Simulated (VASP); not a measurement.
A run of VASP 6.6.1:

Contents of INCAR:

```
SYSTEM = TaN
PREC     = Accurate       ! precision mode
ENCUT    = 600            ! plane-wave cutoff, eV
EDIFF    = 1E-6           ! SCF threshold, eV
ISMEAR   = 0              ! smearing method
SIGMA    = 0.15           ! smearing width, eV
LREAL    = .FALSE.        ! projectors in reciprocal space
LASPH    = .TRUE.         ! aspherical terms in the spheres
NELM     = 120            ! most SCF steps
ALGO     = Normal         ! electronic algorithm
ISIF     = 2              ! what is computed and relaxed
LWAVE    = .FALSE.        ! write WAVECAR
LCHARG   = .FALSE.        ! write CHGCAR
GGA      = PS             ! functional
NBANDS   = 16             ! bands
GGA_COMPAT= .FALSE.
```

Contents of KPOINTS:

```
regular mesh
0
G
  20 20 20
  0 0 0
```

POSCAR

```
TaN
1.0
    0.5311413630      2.4743414714      2.4743414714
    2.4743414714      0.5311413630      2.4743414714
    2.4743414714      2.4743414714      0.5311413630
Ta N
1 1
Direct
    0.5000000000      0.5000000000      0.5000000000
    0.0000000000      0.0000000000      0.0000000000
```

Potentials or basis: VASP PAW PBE potentials, release 64 (Ta_sv_GW, N).

Command:

```sh
$ cat potpaw_PBE.64/Ta_sv_GW/POTCAR potpaw_PBE.64/N/POTCAR > POTCAR
$ mpirun -np 1 vasp_std > vasp.out
```

Hardware: 1 thread of Intel(R) Xeon(R) Platinum 8259CL CPU @ 2.50GHz (Skylake/Cascade Lake), on a shared host.

Problem. Estimate the wall time of this run.

Solution. It took 4.6 min on 1 thread of Intel(R) Xeon(R) Platinum 8259CL CPU @ 2.50GHz (Skylake/Cascade Lake), on a shared host, peak memory 0.47 GiB. Counts: scf iterations 13, k points 781.
